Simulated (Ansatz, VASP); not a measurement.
## MgH2: VASP beside Ansatz

```
Mg H
1.0
     4.48495    0.00000    0.00000
     0.00000    4.48495    0.00000
     0.00000    0.00000    2.99641
Mg H
2 4
Direct
  0.00000 0.00000 0.00000
  0.50000 0.50000 0.50000
  0.30468 0.30468 0.00000
  0.19532 0.80468 0.50000
  0.69532 0.69532 0.00000
  0.80468 0.19532 0.50000
```

Alike in both runs: task single point; functional PBE0; k mesh 4 × 4 × 6; no spin polarisation.

|  | VASP | Ansatz |
| --- | --- | --- |
| version | VASP 6.6.1 | Ansatz 0.2.0 |
| potentials or method | VASP PAW PBE potentials, release 64 (Mg, H) | plane waves, PAW |
| plane-wave cutoff (eV) | 520 | 420 |
| occupations | gaussian, width 0.01 eV | fixed |
| valence electrons in the cell | 8 | 24 |

VASP gave:

| Property | Result |
| --- | --- |
| gap on the k mesh at the Fermi level (eV) | 5.79 |
| pressure (GPa) | -0.2 |
| traceless stress, the component that is largest in VASP (GPa) | -0.01 |
| rms of the force components (eV/Å) | 0.004 |

**Question.** What did Ansatz give for the same quantities?

**Answer.** gap on the k mesh at the Fermi level (eV): 5.82; pressure (GPa): 0.1; traceless stress, the component that is largest in VASP (GPa): 0.06; rms of the force components (eV/Å): 0.003.

Atom by atom the forces differ by 0.001 eV/Å (rms over components). VASP's potentials hold 8 valence electrons a cell and Ansatz's 24, so a difference there can come from the potentials and not from the codes. Ansatz's warnings: stress exchange threshold loose, stress scf threshold loose.
